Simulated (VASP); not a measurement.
Set up this calculation in VASP 6.6.1, as the native input.

| Item | Value |
| --- | --- |
| Task | single point |
| Functional | PBE |
| Potentials or basis | VASP PAW PBE potentials, release 64 (Sn_d, O) |
| Cutoff | 520 eV |
| k mesh | 12 × 12 × 12 |
| Occupations | gaussian, width 0.05 eV |
| Spin | no spin polarisation |
| Dipole correction | no |
| Further INCAR settings | ALGO = Normal; EDIFF = 1e-06; NBANDS = 20 |

The structure of SnO2 lies in POSCAR:

```
SnO2
1.0
    1.6167660720      0.9334403269      4.9182553763
   -1.6167660720      0.9334403269      4.9182553763
    0.0000000000     -1.8668806537      4.9182553763
Sn O
1 2
Direct
    0.5032760528      0.4967239472      0.5000000000
    0.2227287823      0.2470365661      0.2348826742
    0.7529634339      0.7772712177      0.7651173258
```

This cell differs from its parent crystal: atoms displaced along a vibrational mode.

These files were run (other wordings do the same):

INCAR

```
SYSTEM = SnO2
  PREC = Accurate
  ENCUT = 520
  EDIFF = 1E-6
  ISMEAR = 0
  SIGMA = 0.05
  LREAL = .FALSE.
  LASPH = .TRUE.
  NELM = 60
  ALGO = Normal
  ISIF = 2
  LWAVE = .FALSE.
  LCHARG = .TRUE.
  GGA = PE
  LELF = .TRUE.
  LVHAR = .TRUE.
  NBANDS = 20
```

KPOINTS

```
Automatic mesh
0
G
  12 12 12
  0 0 0
```

Potentials or basis: VASP PAW PBE potentials, release 64 (Sn_d, O).

Run with:

```bash
$ cat potpaw_PBE.64/Sn_d/POTCAR potpaw_PBE.64/O/POTCAR > POTCAR
$ mpirun -np 1 vasp_std > vasp.out
```

It gave:

```
Pressure               : 0.8 GPa
Largest force          : 0.694 eV/Å
Band gap on the k mesh : 2.00 eV (least direct gap 2.18 eV)
```

Caveat: the cell differs from its parent crystal (atoms displaced along a vibrational mode); spin-orbit coupling is left out, which moves the levels of the heavy elements.

It took 7 min on 1 thread of AMD EPYC 9R45 96-Core Processor (Zen 5) (shared host), peak memory 0.5 GiB.
